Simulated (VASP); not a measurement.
# Zr (Im-3m) in VASP: further runs

The runs below take Zr through electric field gradients, with PBEsol.

All numbers are computed with VASP 6.6.1; they aren't measurements. Logs are shortened: lines on timing, memory, paths and dates and some standing lists are left out, and cuts for length are marked.

**1. The cell of the first run**

It takes space group Im-3m (No. 229, cubic). The conventional cell has a = 3.608 Å, b = 3.608 Å, c = 3.608 Å, α = 90.00°, β = 90.00°, γ = 90.00°. Zr (site symmetry m-3m) has 14 Zr at 3.12 to 3.61 Å within 4.1 Å.

**2. Electric field gradients, PBEsol (volume scaled by 0.99)**

File INCAR:

```
ALGO = Normal
EDIFF = 1E-8
ENCUT = 520
GGA = PS
ISIF = 2
ISMEAR = -1
LASPH = T
LCHARG = F
LEFG = T
LREAL = F
LWAVE = F
NBANDS = 12
NELM = 100
PREC = Accurate
SIGMA = 0.08
```

File KPOINTS:

```
k-points
0
Gamma
  14 14 14
```

File POSCAR:

```
Zr
1.0
   -1.8039464431      1.8039464431      1.8039464431
    1.8039464431     -1.8039464431      1.8039464431
    1.8039464431      1.8039464431     -1.8039464431
Zr
1
Direct
    0.0000000000      0.0000000000      0.0000000000
```

Potentials or basis: VASP PAW PBE potentials, release 64 (Zr_sv).

Command:

```console
> cat potpaw_PBE.64/Zr_sv/POTCAR > POTCAR
> mpirun -np 1 vasp_std > vasp.out
```

OUTCAR:

```text
EDIFF = 1E-8
   ENCUT = 520
   GGA = PS
   ISIF = 2
   ISMEAR = -1
   LASPH = T
   LREAL = F
   NELM = 100
   PREC = Accurate

 ion  position               nearest neighbor table
   1  0.000  0.000  0.000-

  LATTYP: Found a body centered cubic cell.
 ALAT       =     3.6078928862

  Lattice vectors:

 A1 = (  -1.8039464431,   1.8039464431,   1.8039464431)
 A2 = (   1.8039464431,  -1.8039464431,   1.8039464431)
 A3 = (   1.8039464431,   1.8039464431,  -1.8039464431)

Analysis of symmetry for initial positions (statically):
=====================================================================
 Subroutine PRICEL returns:
 Original cell was already a primitive cell.

 Routine SETGRP: Setting up the symmetry group for a
 body centered cubic supercell.

 Subroutine GETGRP returns: Found 48 space group operations
 (whereof 48 operations were pure point group operations)
 out of a pool of 48 trial point group operations.

The static configuration has the point symmetry O_h .

Analysis of symmetry for dynamics (positions and initial velocities):
=====================================================================
 Subroutine PRICEL returns:
 Original cell was already a primitive cell.

 Routine SETGRP: Setting up the symmetry group for a
 body centered cubic supercell.

 Subroutine GETGRP returns: Found 48 space group operations
 (whereof 48 operations were pure point group operations)
 out of a pool of 48 trial point group operations.

The dynamic configuration has the point symmetry O_h .

 Subroutine INISYM returns: Found 48 space group operations
 (whereof 48 operations are pure point group operations),
 and found     1 'primitive' translations

----------------------------------------------------------------------------------------

                                     Primitive cell

  volume of cell :      23.4818

  direct lattice vectors                    reciprocal lattice vectors
    -1.803946443  1.803946443  1.803946443     0.000000000  0.277170091  0.277170091
     1.803946443 -1.803946443  1.803946443     0.277170091  0.000000000  0.277170091
     1.803946443  1.803946443 -1.803946443     0.277170091  0.277170091  0.000000000

  length of vectors
     3.124526894  3.124526894  3.124526894     0.391977702  0.391977702  0.391977702

  position of ions in fractional coordinates (direct lattice)
     0.000000000  0.000000000  0.000000000

  ion indices of the primitive-cell ions
   primitive index   ion index
                 1           1

----------------------------------------------------------------------------------------

 KPOINTS: k-points

Automatic generation of k-mesh.
 Grid dimensions read from file:
 generate k-points for:   14   14   14

 Generating k-lattice:

  Cartesian coordinates                     Fractional coordinates (reciprocal lattice)
     0.000000000  0.019797864  0.019797864     0.071428571  0.000000000  0.000000000
     0.019797864  0.000000000  0.019797864     0.000000000  0.071428571  0.000000000
     0.019797864  0.019797864  0.000000000     0.000000000  0.000000000  0.071428571

  Length of vectors
     0.027998407  0.027998407  0.027998407

  Shift w.r.t. Gamma in fractional coordinates (k-lattice)
     0.000000000  0.000000000  0.000000000

 Subroutine IBZKPT returns following result:
 ===========================================

 Found    104 irreducible k-points:

 Following reciprocal coordinates:
            Coordinates               Weight
  0.000000  0.000000  0.000000      1.000000
  0.071429  0.000000  0.000000     12.000000
  0.142857  0.000000  0.000000     12.000000
  0.214286  0.000000  0.000000     12.000000
  0.285714  0.000000  0.000000     12.000000
  0.357143  0.000000  0.000000     12.000000
[... 16 lines left out ...]
  0.285714  0.285714  0.000000     24.000000
  0.357143  0.285714  0.000000     24.000000
 [... further k-points ...]
   k-points           NKPTS =    104   k-points in BZ     NKDIM =    104   number of bands    NBANDS=     12
   number of dos      NEDOS =    301   number of ions     NIONS =      1
   total plane-waves  NPLWV =  13824
   dimension x,y,z NGX =    24 NGY =   24 NGZ =   24
   dimension x,y,z NGXF=    48 NGYF=   48 NGZF=   48
   ions per type =               1
   NGX,Y,Z   is equivalent  to a cutoff of  12.77, 12.77, 12.77 a.u.
   NGXF,Y,Z  is equivalent  to a cutoff of  25.54, 25.54, 25.54 a.u.
 SYSTEM =  unknown system
   PREC   = accura    normal or accurate (medium, high low for compatibility)
   ISTART =      0    job   : 0-new  1-cont  2-samecut
   ICHARG =      2    charge: 1-file 2-atom 10-const
   ISPIN  =      1    spin polarized calculation?
   LNONCOLLINEAR =      F non collinear calculations
   LSORBIT =      F    spin-orbit coupling
   LASPH  =      T    aspherical Exc in radial PAW
   ENCUT  =  520.0 eV  38.22 Ry    6.18 a.u.   5.81  5.81  5.81*2*pi/ulx,y,z
   NELM   =    100;   NELMIN=  2; NELMDL= -5     # of ELM steps
   EDIFF  = 0.1E-07   stopping-criterion for ELM
   LREAL  =      F    real-space projection
   EDIFFG = 0.1E-06   stopping-criterion for IOM
   NSW    =      0    number of steps for IOM
   IBRION =     -1    ionic relax: 0-MD 1-quasi-New 2-CG
   NFREE  =      0    steps in history (QN), initial steepest desc. (CG)
   ISIF   =      2    stress and relaxation
   ISYM   =      2    0-nonsym 1-usesym 2-fastsym
   POTIM  = 0.5000    time-step for ionic-motion
   TEBEG  =    0.0;   TEEND  =   0.0 temperature during run
   PSTRESS=    0.0 pullay stress
   NELECT =      12.0000    total number of electrons
   NUPDOWN=      -1.0000    fix difference up-down
   EMIN   =  10.00;   EMAX   =-10.00  energy-range for DOS
   EFERMI =   0.00;   METHOD = LEGACY
   ISMEAR =    -1;   SIGMA  =   0.08  broadening in eV -4-tet -1-fermi 0-gaus
   EFERMI_NEDOS =   21; number of points for ismear=-14 and -15
   IALGO  =     38    algorithm
   IMIX   =      4    mixing-type and parameters
     AMIX     =   0.40;   BMIX     =  1.00
     AMIX_MAG =   1.60;   BMIX_MAG =  1.00
  volume/ion in A,a.u.               =      23.48       158.46
  Fermi-wavevector in a.u.,A,eV,Ry     =   1.308855  2.473378 23.308168  1.713102
  Thomas-Fermi vector in A             =   2.439494
   LORBIT       =      0    0 simple, 1 ext, 2 COOP (PROOUT), +10 PAW based schemes
   GGA     = PS    functional components
   LHFCALC =     F    Hartree Fock is set to
   AEXX    =    0.0000 exact exchange contribution
   IVDW    =     0    specifies the selected vdW correction
   LEPSILON=     F    determine dielectric tensor
   LRPA    =     F    only Hartree local field effects (RPA)
 non-spin polarized calculation
  energy-cutoff  :      520.00
  volume of cell :       23.48
 maximum number of plane-waves:       682
   NGX = 11   NGY = 11   NGZ = 11

 number of electron      12.0000000 magnetization

 Free energy of the ion-electron system (eV)
  ---------------------------------------------------
  ext. energy  EPLUGINS =         0.00000000
  ---------------------------------------------------
  free energy    TOTEN  =        -9.00259922 eV

  energy without entropy =       -8.96242971  energy(sigma->0) =       -8.98251446

 E-fermi :   8.4858     XC(G=0): -11.1583

 val. band max:        8.4852607117   @ k =   0.2143   0.0714   0.0714
 cond. band min:       8.4945163594   @ k =  -0.4286  -0.4286   0.1429
 fundamental gap:      0.0092556478
 Fermi energy:         8.4857720190

 k-point     1 :       0.0000    0.0000    0.0000
  band No.  band energies     occupation
      1     -39.9226      2.00000
      2     -17.4673      2.00000
      3     -17.4673      2.00000
      4     -17.4673      2.00000
      5       3.1175      2.00000
      6       9.5984      0.00000
      7       9.5984      0.00000
      8       9.5984      0.00000
      9      12.0616      0.00000
     10      12.0616      0.00000
     11      20.8509      0.00000
     12      20.8509      0.00000

 k-point     2 :       0.0714    0.0000    0.0000
  band No.  band energies     occupation
      1     -39.9154      2.00000
      2     -17.5176      2.00000
      3     -17.4827      2.00000
      4     -17.4676      2.00000
      5       3.2898      2.00000
      6       9.4840      0.00001
      7       9.5601      0.00000
      8       9.7651      0.00000
      9      11.8866      0.00000
     10      12.0606      0.00000
     11      21.0000      0.00000
     12      21.1618      0.00000
[... 316 lines left out ...]
 k-point    24 :       0.3571    0.2857    0.0000
  band No.  band energies     occupation
      1     -39.7577      2.00000
      2     -18.1934      2.00000
      3     -18.0476      2.00000
      4     -17.5848      2.00000
      5       7.1107      2.00000
      6       7.9460      1.99766
      7       8.3338      1.73981
      8      12.2193      0.00000
      9      12.6259      0.00000
     10      16.8295      0.00000
     11      17.3636      0.00000
     12      18.7933      0.00000

 [... further k-points ...]

------------------------ aborting loop because EDIFF is reached ----------------------------------------

  FORCE on cell =-STRESS in cart. coord.  units (eV):
  Direction    XX          YY          ZZ          XY          YZ          ZX
  --------------------------------------------------------------------------------------
  -------------------------------------------------------------------------------------
  Total       -0.8664451     -0.8664451     -0.8664451     -0.0000000     -0.0000000      0.0000000
  in kB      -59.1181374    -59.1181374    -59.1181374     -0.0000000     -0.0000000      0.0000000
  external PRESSURE =     -59.1181374 kB  Pullay stress =       0.0000000 kB

 VOLUME and BASIS-vectors are now :
 -----------------------------------------------------------------------------
  energy-cutoff  :      520.00
  volume of cell :       23.48
      direct lattice vectors                 reciprocal lattice vectors
    -1.803946443  1.803946443  1.803946443     0.000000000  0.277170091  0.277170091
     1.803946443 -1.803946443  1.803946443     0.277170091  0.000000000  0.277170091
     1.803946443  1.803946443 -1.803946443     0.277170091  0.277170091  0.000000000

 POSITION                                       TOTAL-FORCE (eV/Angst)
 -----------------------------------------------------------------------------------
      0.00000      0.00000      0.00000         0.000000     -0.000000      0.000000
 -----------------------------------------------------------------------------------
    total drift:                                0.000000      0.000000     -0.000000

  FREE ENERGIE OF THE ION-ELECTRON SYSTEM (eV)
  ---------------------------------------------------
  free  energy   TOTEN  =        -9.0025992162 eV

  energy  without entropy=       -8.9624297081  energy(sigma->0) =       -8.98251446

 Electric field gradients (V/A^2)
---------------------------------------------------------------------
 ion       V_xx      V_yy      V_zz      V_xy      V_xz      V_yz
---------------------------------------------------------------------
   1       0.000    -0.000    -0.000    -0.000    -0.000    -0.000
---------------------------------------------------------------------

 Electric field gradients after diagonalization (V/A^2)
 (convention: |V_zz| > |V_xx| > |V_yy|)
----------------------------------------------------------------------
 ion       V_xx      V_yy      V_zz     asymmetry (V_yy - V_xx)/ V_zz
----------------------------------------------------------------------
   1       0.000     0.000    -0.000       0.000
----------------------------------------------------------------------

           NMR quadrupolar parameters

 Cq : quadrupolar parameter    Cq=e*Q*V_zz/h
 eta: asymmetry parameters     (V_yy - V_xx)/ V_zz
 Q  : nuclear electric quadrupole moment in mb (millibarn)
----------------------------------------------------------------------
 ion       Cq(MHz)       eta       Q (mb)
----------------------------------------------------------------------
   1      -0.000       0.000       1.000
----------------------------------------------------------------------
```

Wall time 13 s (1 thread of Intel Xeon Platinum 8488C (Sapphire Rapids), shared host); peak memory 0.16 GiB.

What came out:

* Free energy: -9.0026 eV
* Pressure: -5.9 GPa
* Band gap on the k mesh: zero (band 6 reaches 9.60 eV, above the bottom of band 7 at 7.86 eV)

Levels at points of the mesh, in eV from the Fermi level:
| k point | band 3 | band 4 | band 5 | band 6 | band 7 | band 8 | band 9 | band 10 |
| --- | --- | --- | --- | --- | --- | --- | --- | --- |
| (0.00, 0.00, 0.00) | -25.95 | -25.95 | -5.37 | 1.11 | 1.11 | 1.11 | 3.58 | 3.58 |
| (0.50, 0.00, 0.00) | -26.25 | -25.96 | -2.76 | -0.66 | 1.57 | 3.56 | 4.23 | 6.27 |
| (0.50, 0.50, 0.50) | -26.61 | -26.61 | -2.50 | -2.50 | 5.61 | 5.61 | 5.61 | 7.32 |

Caveat: without QUAD_EFG the Cq values of the log hold for a quadrupole moment of 1 mb, not for the nuclei; the PAW data sets were made with another functional, which shifts forces and pressure a little.

[end of part 1 of 3]
